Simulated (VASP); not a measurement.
# Hf2ScHg3 (P6/mmm) in VASP: single point with PBE

Aim: the single point of Hf2ScHg3 with PBE.

Program: VASP 6.6.1. These are calculated values, not measurements. Logs are shortened: lines on timing, memory, paths and dates and some standing lists are left out, and cuts for length are marked.

**1. The cell of the first run**

Symmetry: P6/mmm, No. 191, hexagonal system. Conventional cell: a = 5.774 Å, b = 5.774 Å, c = 4.551 Å, α = 90.00°, β = 90.00°, γ = 120.00°. Hf (site symmetry -6m2) has 6 Hg at 2.82 Å and 3 Sc at 3.33 Å and 3 Hf at 3.33 Å within 3.7 Å. Within 4.4 Å of Sc (site symmetry 6/mmm) lie 6 Hf at 3.33 Å and 12 Hg at 3.68 Å. Within 3.7 Å of Hg (site symmetry mmm) lie 4 Hf at 2.82 Å and 4 Hg at 2.89 Å and 4 Sc at 3.68 Å.

**2. Single point, PBE**

Input file INCAR:

```
PREC = Accurate
ENCUT = 520
EDIFF = 1E-6
ISMEAR = 0
SIGMA = 0.1
LREAL = False
LASPH = True
NELM = 100
ALGO = Normal
ISIF = 2
LWAVE = False
LCHARG = False
GGA = PE
NBANDS = 42
```

Input file KPOINTS:

```
Automatic mesh
0
Gamma
  3 3 4
```

Input file POSCAR:

```
Hf2ScHg3
1.0
    5.7744641400      0.0000000000      0.0000000000
   -2.8872320700      5.0008326400      0.0000000000
    0.0000000000      0.0000000000      4.5509073900
Hf Sc Hg
2 1 3
Direct
    0.6666666700      0.3333333300      0.0000000000
    0.3333333300      0.6666666700      0.0000000000
    0.0000000000      0.0000000000      0.0000000000
    0.5000000000      0.0000000000      0.5000000000
    0.5000000000      0.5000000000      0.5000000000
    0.0000000000      0.5000000000      0.5000000000
```

Potentials or basis: VASP PAW PBE potentials, release 64 (Hf_pv, Sc_sv, Hg).

Run with:

```sh
$ cat potpaw_PBE.64/Hf_pv/POTCAR potpaw_PBE.64/Sc_sv/POTCAR potpaw_PBE.64/Hg/POTCAR > POTCAR
$ mpirun -np 1 vasp_std > vasp.out
```

OUTCAR:

```text
PREC = Accurate
   ENCUT = 520
   EDIFF = 1E-6
   ISMEAR = 0
   LREAL = False
   LASPH = True
   NELM = 100
   ISIF = 2
   GGA = PE

 ion  position               nearest neighbor table
   1  0.667  0.333  0.000-   6 2.82   6 2.82   4 2.82   4 2.82   5 2.82   5 2.82   3 3.33   2 3.33
                             2 3.33   3 3.33   3 3.33   2 3.33
   2  0.333  0.667  0.000-   6 2.82   6 2.82   4 2.82   4 2.82   5 2.82   5 2.82   3 3.33   1 3.33
                             1 3.33   3 3.33   3 3.33   1 3.33
   3  0.000  0.000  0.000-   1 3.33   2 3.33   1 3.33   2 3.33   1 3.33   2 3.33
   4  0.500  0.000  0.500-   1 2.82   2 2.82   1 2.82   2 2.82   5 2.89   6 2.89   5 2.89   6 2.89

   5  0.500  0.500  0.500-   1 2.82   2 2.82   1 2.82   2 2.82   6 2.89   6 2.89   4 2.89   4 2.89

   6  0.000  0.500  0.500-   1 2.82   2 2.82   1 2.82   2 2.82   5 2.89   5 2.89   4 2.89   4 2.89

  LATTYP: Found a hexagonal cell.
 ALAT       =     5.7744641400
 C/A-ratio  =     0.7881090400

  Lattice vectors:

 A1 = (   5.7744641400,   0.0000000000,   0.0000000000)
 A2 = (  -2.8872320700,   5.0008326400,   0.0000000000)
 A3 = (   0.0000000000,   0.0000000000,   4.5509073900)

Analysis of symmetry for initial positions (statically):
=====================================================================
 Subroutine PRICEL returns:
 Original cell was already a primitive cell.

 Routine SETGRP: Setting up the symmetry group for a
 hexagonal supercell.

 Subroutine GETGRP returns: Found 24 space group operations
 (whereof 24 operations were pure point group operations)
 out of a pool of 24 trial point group operations.

The static configuration has the point symmetry D_6h.

Analysis of symmetry for dynamics (positions and initial velocities):
=====================================================================
 Subroutine PRICEL returns:
 Original cell was already a primitive cell.

 Routine SETGRP: Setting up the symmetry group for a
 hexagonal supercell.

 Subroutine GETGRP returns: Found 24 space group operations
 (whereof 24 operations were pure point group operations)
 out of a pool of 24 trial point group operations.

The dynamic configuration has the point symmetry D_6h.

 Subroutine INISYM returns: Found 24 space group operations
 (whereof 24 operations are pure point group operations),
 and found     1 'primitive' translations

----------------------------------------------------------------------------------------

                                     Primitive cell

  volume of cell :     131.4171

  direct lattice vectors                    reciprocal lattice vectors
     5.774464140  0.000000000  0.000000000     0.173176242  0.099983350  0.000000000
    -2.887232070  5.000832640  0.000000000     0.000000000  0.199966700  0.000000000
     0.000000000  0.000000000  4.550907390     0.000000000  0.000000000  0.219736399

  length of vectors
     5.774464140  5.774464141  4.550907390     0.199966700  0.199966700  0.219736399

  position of ions in fractional coordinates (direct lattice)
     0.666666670  0.333333330  0.000000000
     0.333333330  0.666666670  0.000000000
     0.000000000  0.000000000  0.000000000
     0.500000000  0.000000000  0.500000000
     0.500000000  0.500000000  0.500000000
     0.000000000  0.500000000  0.500000000

  ion indices of the primitive-cell ions
   primitive index   ion index
                 1           1
                 2           2
                 3           3
                 4           4
                 5           5
                 6           6

----------------------------------------------------------------------------------------

 KPOINTS: Automatic mesh

Automatic generation of k-mesh.
 Grid dimensions read from file:
 generate k-points for:    3    3    4

 Generating k-lattice:

  Cartesian coordinates                     Fractional coordinates (reciprocal lattice)
     0.057725414  0.033327783  0.000000000     0.333333333  0.000000000  0.000000000
     0.000000000  0.066655567  0.000000000     0.000000000  0.333333333  0.000000000
     0.000000000  0.000000000  0.054934100     0.000000000  0.000000000  0.250000000

  Length of vectors
     0.066655567  0.066655567  0.054934100

  Shift w.r.t. Gamma in fractional coordinates (k-lattice)
     0.000000000  0.000000000  0.000000000

 Subroutine IBZKPT returns following result:
 ===========================================

 Found      9 irreducible k-points:

 Following reciprocal coordinates:
            Coordinates               Weight
  0.000000  0.000000  0.000000      1.000000
  0.333333  0.000000  0.000000      6.000000
  0.333333  0.333333  0.000000      2.000000
  0.000000  0.000000  0.250000      2.000000
  0.333333  0.000000  0.250000     12.000000
  0.333333  0.333333  0.250000      4.000000
  0.000000  0.000000  0.500000      1.000000
  0.333333  0.000000  0.500000      6.000000
  0.333333  0.333333  0.500000      2.000000
   k-points           NKPTS =      9   k-points in BZ     NKDIM =      9   number of bands    NBANDS=     42
   number of dos      NEDOS =    301   number of ions     NIONS =      6
   total plane-waves  NPLWV =  82944
   dimension x,y,z NGX =    48 NGY =   48 NGZ =   36
   dimension x,y,z NGXF=    96 NGYF=   96 NGZF=   72
   ions per type =               2   1   3
   NGX,Y,Z   is equivalent  to a cutoff of  13.82, 13.82, 13.15 a.u.
   NGXF,Y,Z  is equivalent  to a cutoff of  27.64, 27.64, 26.30 a.u.
 SYSTEM =  unknown system
   PREC   = accura    normal or accurate (medium, high low for compatibility)
   ISTART =      0    job   : 0-new  1-cont  2-samecut
   ICHARG =      2    charge: 1-file 2-atom 10-const
   ISPIN  =      1    spin polarized calculation?
   LNONCOLLINEAR =      F non collinear calculations
   LSORBIT =      F    spin-orbit coupling
   LASPH  =      T    aspherical Exc in radial PAW
   ENCUT  =  520.0 eV  38.22 Ry    6.18 a.u.  10.74 10.74  8.46*2*pi/ulx,y,z
   NELM   =    100;   NELMIN=  2; NELMDL= -5     # of ELM steps
   EDIFF  = 0.1E-05   stopping-criterion for ELM
   LREAL  =      F    real-space projection
   EDIFFG = 0.1E-04   stopping-criterion for IOM
   NSW    =      0    number of steps for IOM
   IBRION =     -1    ionic relax: 0-MD 1-quasi-New 2-CG
   NFREE  =      0    steps in history (QN), initial steepest desc. (CG)
   ISIF   =      2    stress and relaxation
   ISYM   =      2    0-nonsym 1-usesym 2-fastsym
   POTIM  = 0.5000    time-step for ionic-motion
   TEBEG  =    0.0;   TEEND  =   0.0 temperature during run
   PSTRESS=    0.0 pullay stress
   NELECT =      67.0000    total number of electrons
   NUPDOWN=      -1.0000    fix difference up-down
   EMIN   =  10.00;   EMAX   =-10.00  energy-range for DOS
   EFERMI =   0.00;   METHOD = LEGACY
   ISMEAR =     0;   SIGMA  =   0.10  broadening in eV -4-tet -1-fermi 0-gaus
   EFERMI_NEDOS =   21; number of points for ismear=-14 and -15
   IALGO  =     38    algorithm
   IMIX   =      4    mixing-type and parameters
     AMIX     =   0.40;   BMIX     =  1.00
     AMIX_MAG =   1.60;   BMIX_MAG =  1.00
  volume/ion in A,a.u.               =      21.90       147.81
  Fermi-wavevector in a.u.,A,eV,Ry     =   1.307823  2.471428 23.271432  1.710402
  Thomas-Fermi vector in A             =   2.438532
   LORBIT       =      0    0 simple, 1 ext, 2 COOP (PROOUT), +10 PAW based schemes
   GGA     = PE    functional components
   LHFCALC =     F    Hartree Fock is set to
   AEXX    =    0.0000 exact exchange contribution
   IVDW    =     0    specifies the selected vdW correction
   LEPSILON=     F    determine dielectric tensor
   LRPA    =     F    only Hartree local field effects (RPA)
 non-spin polarized calculation
 Gauss-broadening in eV      SIGMA  =   0.10
  energy-cutoff  :      520.00
  volume of cell :      131.42
 maximum number of plane-waves:      3581
 NGX is ok and might be reduce to    48
   NGX = 21   NGY = 21   NGZ = 17

 number of electron      67.0000012 magnetization

 Free energy of the ion-electron system (eV)
  ---------------------------------------------------
  ext. energy  EPLUGINS =         0.00000000
  ---------------------------------------------------
  free energy    TOTEN  =       -25.14526800 eV

  energy without entropy =      -25.11925441  energy(sigma->0) =      -25.13226121

 E-fermi :   4.5226     XC(G=0): -11.0535

 val. band max:        4.4997561903   @ k =   0.0000   0.0000   0.5000
 cond. band min:       4.5469285745   @ k =   0.3333   0.0000   0.2500
 fundamental gap:      0.0471723842
 Fermi energy:         4.5225854508

 k-point     1 :       0.0000    0.0000    0.0000
  band No.  band energies     occupation
      1     -45.9575      2.00000
      2     -26.4575      2.00000
      3     -26.4394      2.00000
      4     -26.2931      2.00000
      5     -26.2931      2.00000
      6     -26.1144      2.00000
[... 34 lines left out ...]
     41       7.6209      0.00000
     42       7.6927      0.00000

 k-point     2 :       0.3333    0.0000    0.0000
  band No.  band energies     occupation
      1     -45.9576      2.00000
      2     -26.4536      2.00000
      3     -26.4431      2.00000
      4     -26.3074      2.00000
      5     -26.2632      2.00000
      6     -26.1422      2.00000
[... 34 lines left out ...]
     41       7.5240      0.00000
     42       7.9558      0.00000

 k-point     3 :       0.3333    0.3333    0.0000
  band No.  band energies     occupation
      1     -45.9576      2.00000
      2     -26.4483      2.00000
      3     -26.4483      2.00000
      4     -26.3125      2.00000
      5     -26.2057      2.00000
      6     -26.2057      2.00000
[... 222 lines left out ...]
      4     -26.2980      2.00000
      5     -26.2566      2.00000
      6     -26.1431      2.00000
[... 34 lines left out ...]
     41       6.3089      0.00000
     42       6.4210      0.00000

 k-point     9 :       0.3333    0.3333    0.5000
  band No.  band energies     occupation
      1     -45.9574      2.00000
      2     -26.4591      2.00000
      3     -26.4591      2.00000
      4     -26.3034      2.00000
      5     -26.2027      2.00000
      6     -26.2027      2.00000
[... 34 lines left out ...]
     41       6.4690      0.00000
     42       6.4691      0.00000

------------------------ aborting loop because EDIFF is reached ----------------------------------------

  FORCE on cell =-STRESS in cart. coord.  units (eV):
  Direction    XX          YY          ZZ          XY          YZ          ZX
  --------------------------------------------------------------------------------------
  -------------------------------------------------------------------------------------
  Total        6.3582248      6.3582248     18.3174996      0.0000000      0.0000000      0.0000000
  in kB       77.5165528     77.5165528    223.3185334      0.0000000      0.0000000      0.0000000
  external PRESSURE =     126.1172130 kB  Pullay stress =       0.0000000 kB

 VOLUME and BASIS-vectors are now :
 -----------------------------------------------------------------------------
  energy-cutoff  :      520.00
  volume of cell :      131.42
      direct lattice vectors                 reciprocal lattice vectors
     5.774464140  0.000000000  0.000000000     0.173176242  0.099983350  0.000000000
    -2.887232070  5.000832640  0.000000000     0.000000000  0.199966700  0.000000000
     0.000000000  0.000000000  4.550907390     0.000000000  0.000000000  0.219736399

 POSITION                                       TOTAL-FORCE (eV/Angst)
 -----------------------------------------------------------------------------------
      2.88723      1.66694      0.00000        -0.000000      0.000000      0.000000
     -0.00000      3.33389      0.00000         0.000000     -0.000000      0.000000
      0.00000      0.00000      0.00000        -0.000000      0.000000      0.000000
      2.88723      0.00000      2.27545        -0.000000      0.000000      0.000000
      1.44362      2.50042      2.27545        -0.000000      0.000000      0.000000
     -1.44362      2.50042      2.27545        -0.000000      0.000000      0.000000
 -----------------------------------------------------------------------------------
    total drift:                               -0.000000      0.000000     -0.000000

  FREE ENERGIE OF THE ION-ELECTRON SYSTEM (eV)
  ---------------------------------------------------
  free  energy   TOTEN  =       -25.1452680017 eV

  energy  without entropy=      -25.1192544109  energy(sigma->0) =      -25.13226121
```

Wall time 64 s (1 thread of AMD EPYC 7R13 (Zen 3), shared host); peak memory 0.26 GiB.

Results:

- Free energy: -25.1453 eV
- Pressure: 12.6 GPa

Stress tensor (GPa, compression positive):
```
 7.75  0.00  0.00
 0.00  7.75  0.00
 0.00  0.00 22.33
```

Levels at points of the mesh, in eV from the Fermi level:
```
           k point  band 30  band 31  band 32  band 33  band 34  band 35  band 36  band 37  band 38  band 39
(0.00, 0.00, 0.00)    -1.77    -1.77    -1.43    -0.67    -0.67     0.12     0.71     1.06     1.06     1.20
(0.00, 0.00, 0.50)    -1.66    -1.66    -1.47    -0.72    -0.72    -0.02     0.53     0.53     1.15     1.15
```

Caveat: the k points lie up to 0.42 Å⁻¹ apart; spin-orbit coupling is left out, which moves the levels of the heavy elements.
